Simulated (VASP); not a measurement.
TiH4:

```
Ti H
1.0
     2.97504    0.00000    0.00000
    -1.48752    2.57646    0.00000
     0.00000    0.00000    4.32828
Ti H
1 4
Direct
  0.00000 0.00000 0.50000
  0.00000 0.00000 0.90294
  0.00000 0.00000 0.09706
  0.33333 0.66667 0.00000
  0.66667 0.33333 0.00000
```

The cell was generated, and may not be a known phase.

```yaml
Program: VASP 6.6.1
Task: relaxation of cell and atoms
Functional: PBE
Potentials_or_basis: VASP PAW PBE potentials, release 64 (Ti_sv, H)
Cutoff: 600 eV
k_mesh: 12 × 12 × 10
Occupations: gaussian, width 0.1 eV
Spin: no spin polarisation
```

At the start: pressure -0.1 GPa; volume 6.64 Å³/atom.

**Question.** How do energy, volume and symmetry change on relaxing?

**Answer.** Over 7 steps the energy falls by 4.1 meV/atom and the volume is 6.48 Å³/atom (-2.4 %); space group P6/mmm (No. 191, to 0.1 Å) before and after.

Step by step:
```
step  energy change (eV)  largest force (eV/Å)  pressure (GPa)  volume (Å³)
   1              0.0000                0.3709           -0.08        33.18
   2             -0.0092                0.0523           -0.62        33.16
   3             -0.0094                0.1045           -0.72        33.16
   4             -0.0143                0.0577           -0.73        33.00
   5             -0.0200                0.0456           -0.56        32.55
   6             -0.0200                0.0359           -0.60        32.61
   7             -0.0206                0.0068           -0.13        32.39
```

Final structure:
```yaml
crystal:
  lattice:
    - [2.90735, 0.00000, 0.00000]
    - [-1.45368, 2.51784, 0.00000]
    - [0.00000, 0.00000, 4.42479]
  atoms:
    - { symbol: Ti, position: [0.00000, 0.00000, 0.50000] }
    - { symbol: H, position: [0.00000, 0.00000, 0.89694] }
    - { symbol: H, position: [0.00000, 0.00000, 0.10306] }
    - { symbol: H, position: [0.33333, 0.66667, 0.00000] }
    - { symbol: H, position: [0.66667, 0.33333, 0.00000] }
```
